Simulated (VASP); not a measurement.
Input of a VASP 6.6.1 run:

INCAR

```
  ALGO = Normal
  EDIFF = 1E-6
  ENCUT = 520
  GGA = PE
  ISIF = 2
  ISMEAR = 0
  LASPH = True
  LCHARG = True
  LELF = True
  LREAL = False
  LVHAR = True
  LWAVE = False
  NBANDS = 34
  NELM = 80
  PREC = Accurate
  SIGMA = 0.1
```

Contents of KPOINTS:

```
k-points
0
Gamma
  4 4 4
```

The input POSCAR:

```
Sc2GaSbAs2
1.0
    4.4918603339      0.0000000000      0.0000000000
    0.0000000000      4.4918603339      0.0000000000
    0.0000000000      0.0000000000      6.5634693099
Sc Ga Sb As
2 1 1 2
Direct
    0.5000000000      0.0000000000      0.9949843341
    0.0000000000      0.5000000000      0.9949843341
    0.0000000000      0.0000000000      0.6833342736
    0.5000000000      0.5000000000      0.3062462873
    0.5000000000      0.5000000000      0.7420281273
    0.0000000000      0.0000000000      0.2784226935
```

Potentials or basis: VASP PAW PBE potentials, release 64 (Sc_sv, Ga_d, Sb, As).

Run with:

```bash
$ cat potpaw_PBE.64/Sc_sv/POTCAR potpaw_PBE.64/Ga_d/POTCAR potpaw_PBE.64/Sb/POTCAR potpaw_PBE.64/As/POTCAR > POTCAR
$ mpirun -np 1 vasp_std > vasp.out
```

(1) Predict the pressure.

(2) Predict the band gap on the k mesh.

(3) Estimate the largest force.

Results:

(1) 0.1 GPa.

(2) zero (band 25 reaches 6.30 eV, above the bottom of band 26 at 5.10 eV).

(3) 0.018 eV/Å.

Caveat: spin-orbit coupling is left out, which moves the levels of the heavy elements.
